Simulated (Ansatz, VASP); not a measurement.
AlN in VASP and in Ansatz

```
Al N
1.0
     5.67307   -0.14400   -0.29260
    -0.14230    5.47408   -0.02895
    -0.27071   -0.05438    6.31177
Al N
9 9
Direct
  0.14977 0.72183 0.56684
  0.86781 0.21523 0.55724
  0.64834 0.67225 0.71931
  0.80178 0.37901 0.04753
  0.29343 0.31950 0.83266
  0.60663 0.93174 0.12549
  0.40410 0.51002 0.24428
  0.41305 0.12589 0.47860
  0.07208 0.97259 0.14130
  0.14523 0.05624 0.63050
  0.65894 0.25023 0.29840
  0.58932 0.13476 0.88750
  0.92869 0.52334 0.68852
  0.33381 0.84582 0.28626
  0.38995 0.48779 0.56863
  0.13659 0.31360 0.09845
  0.63993 0.01418 0.68671
  0.56201 0.60980 0.99644
```

Alike in both runs: functional PBEsol; k mesh 3 × 3 × 3; occupations gaussian, width 0.1 eV; no spin polarisation.

Ansatz relaxed the structure, and its values are those at the end. VASP's run is a single point on that final structure, the one shown.

|  | VASP | Ansatz |
| --- | --- | --- |
| version | VASP 6.6.1 | Ansatz 0.2.0 |
| potentials or method | VASP PAW PBE potentials, release 64 (Al, N), cutoff 520 eV | scalar-relativistic, plane waves, PAW |
| valence electrons in the cell | 72 | 72 |

Ansatz gave:

| Property | Result |
| --- | --- |
| gap on the k mesh at the Fermi level (eV) | 1.68 |
| least direct gap on the mesh (eV) | 1.81 |
| rms of the force components (eV/Å) | 0.006 |

Task: Estimate VASP's values.

Result: gap on the k mesh at the Fermi level (eV): 1.68; least direct gap on the mesh (eV): 1.81; rms of the force components (eV/Å): 0.016.

VASP's potentials were made for PBE, not for PBEsol. With one functional, cell and mesh, what is left measures potentials, basis and numerics.
